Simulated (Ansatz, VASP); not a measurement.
**One calculation of Au, two programs**

INCAR

```
PREC = Accurate
ENCUT = 520
EDIFF = 1E-6
ISMEAR = -1
SIGMA = 0.03
LREAL = F
LASPH = T
NELM = 60
ALGO = Normal
ISIF = 2
LWAVE = F
LCHARG = F
GGA = PE
NBANDS = 12
```

The input KPOINTS:

```
regular mesh
0
Gamma
  14 14 14
```

POSCAR

```
Au
1.0
    0.0000000000      2.1193136282      2.1193136282
    2.1193136282      0.0000000000      2.1193136282
    2.1193136282      2.1193136282      0.0000000000
Au
1
Direct
    0.0000000000      0.0000000000      0.0000000000
```

Input for Ansatz:

```yaml
crystal:
  lattice:
    - [0.0, 2.1193136282, 2.1193136282]
    - [2.1193136282, 0.0, 2.1193136282]
    - [2.1193136282, 2.1193136282, 0.0]
  atoms:
    - { symbol: Au, position: [0.0, 0.0, 0.0] }
kpoints:
  mp_grid: { grid: [14, 14, 14] }
scf:
  occupations: { method: fermi_dirac, width: 0.03 }
hamiltonian:
  xc: pbe
  pseudopotentials: { kind: all_electron, lapw: { basis_error: 0.001 } }
output:
  forces: true
  stress: true
  eigenvalues: true
```

Change from the starting cell: volume scaled by 1.06.

Alike in both runs: task single point; functional PBE; k mesh 14 × 14 × 14; occupations fermi-dirac, width 0.03 eV; no spin polarisation.

|  | VASP | Ansatz |
| --- | --- | --- |
| version | VASP 6.6.1 | Ansatz 0.2.0 |
| potentials or method | VASP PAW PBE potentials, release 64 (Au), cutoff 520 eV | all-electron LAPW, scalar-relativistic |

|  | VASP | Ansatz | Ansatz less VASP |
| --- | --- | --- | --- |
| pressure (GPa) | -6.9 | -6.8 | +0.14 |

Ansatz ran all-electron here, and VASP with PAW potentials.

Spin-orbit coupling is off throughout.
